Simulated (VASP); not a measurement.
In2SbSe3:

```
CELL_PARAMETERS angstrom
4.11853 0.00000 0.00000
0.00000 4.11853 0.00000
0.00000 0.00000 9.03470
ATOMIC_POSITIONS crystal
In 0.00000 0.50000 0.73723
In 0.50000 0.00000 0.26277
Sb 0.00000 0.00000 0.00000
Se 0.50000 0.50000 0.00000
Se 0.00000 0.50000 0.37740
Se 0.50000 0.00000 0.62260
```

The cell was built from a structure type or drawn by symmetry, and may not be a known phase.

- Program: VASP 6.6.1
- Task: relaxation of cell and atoms
- Functional: PBE
- Potentials or basis: VASP PAW PBE potentials, release 64 (In_d, Sb, Se)
- Cutoff: 600 eV
- k mesh: 4 × 4 × 2
- Occupations: gaussian, width 0.1 eV
- Spin: no spin polarisation

At the start: pressure -0.3 GPa; volume 25.54 Å³/atom.

Task: Where does the relaxation end?

Result: Over 25 steps the energy falls by 171.4 meV/atom and the volume is 26.54 Å³/atom (+3.9 %); space group P-4m2 (No. 115, to 0.1 Å) before and after.

The path:
```
step  energy change (eV)  largest force (eV/Å)  pressure (GPa)  volume (Å³)
   1              0.0000                1.6919           -0.31       153.25
   2             -0.3559                1.3472           -0.17       152.09
   3             -0.7522                0.2279            3.91       147.99
   4             -0.7769                0.4700            2.71       148.94
   5             -0.8838                0.3598           -1.53       161.90
   6             -0.8906                0.3721           -0.81       159.13
   7             -0.9259                0.2831           -0.56       158.70
   8             -0.9792                0.1992            0.44       157.48
   9             -0.9857                0.1564            0.84       157.00
  10             -1.0068                0.1286            0.48       158.05
  11             -1.0227                0.0643           -0.07       159.68
  12             -1.0230                0.0502           -0.15       159.96
  13             -1.0230                0.0535           -0.14       159.90
  14             -1.0235                0.0541           -0.06       159.58
  15             -1.0241                0.0514            0.10       158.98
  16             -1.0242                0.0486            0.15       158.72
  17             -1.0245                0.0512            0.15       158.68
  18             -1.0251                0.0642            0.11       158.57
  19             -1.0252                0.0682            0.10       158.53
  20             -1.0256                0.0622            0.04       158.70
  21             -1.0262                0.0440           -0.14       159.18
  22             -1.0263                0.0354           -0.22       159.41
  23             -1.0266                0.0334           -0.21       159.40
  24             -1.0273                0.0279           -0.20       159.34
  25             -1.0284                0.0218           -0.16       159.24
```

Final structure:
```
In Sb Se
1.0
     4.07121    0.00000    0.00000
     0.00000    4.07121    0.00000
     0.00000    0.00000    9.60741
In Sb Se
2 1 3
Direct
  0.00000 0.50000 0.66654
  0.50000 0.00000 0.33346
  0.00000 0.00000 0.00000
  0.50000 0.50000 0.00000
  0.00000 0.50000 0.36779
  0.50000 0.00000 0.63221
```

Caveat: the k points lie up to 0.39 Å⁻¹ apart in the final cell, too coarse for converged energies and pressures of a metal.
